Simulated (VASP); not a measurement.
Input of a VASP 6.6.1 run:

The input INCAR:

```
SYSTEM = SnO2
  PREC = Accurate
  ENCUT = 910
  EDIFF = 1E-6
  ISMEAR = 0
  SIGMA = 0.01
  LREAL = .FALSE.
  LASPH = .TRUE.
  NELM = 120
  ALGO = Normal
  ISIF = 2
  LWAVE = .FALSE.
  LCHARG = .FALSE.
  GGA = PS
  NBANDS = 20
  GGA_COMPAT = .FALSE.
```

Contents of KPOINTS:

```
Automatic mesh
0
G
  6 6 6
  0 0 0
```

File POSCAR:

```
SnO2
1.0
    1.6170930800      0.9336291200      4.8005925800
   -1.6170930800      0.9336291200      4.8005925800
    0.0000000000     -1.8672582400      4.8005925800
Sn O
1 2
Direct
    0.5000000007      0.5000000007      0.5000000007
    0.2402619682      0.2340780323      0.2371700002
    0.7628300005      0.7628300005      0.7628300005
```

Potentials or basis: VASP PAW PBE potentials, release 64 (Sn_d, O_h).

The run is started by

```console
$ cat potpaw_PBE.64/Sn_d/POTCAR potpaw_PBE.64/O_h/POTCAR > POTCAR
$ mpirun -np 1 vasp_std > vasp.out
```

Task: Estimate the pressure.

Result: -5.0 GPa.

Task: Estimate the largest force.

Result: 0.352 eV/Å.

Forces in eV/Å, atoms in the order of the input:
```
Sn   0.064 -0.001 -0.001
O   -0.084  0.001 -0.342
O    0.020  0.000  0.343
```

Caveat: the cell stands under tension; the PAW data sets were made with another functional, which shifts forces and pressure a little.
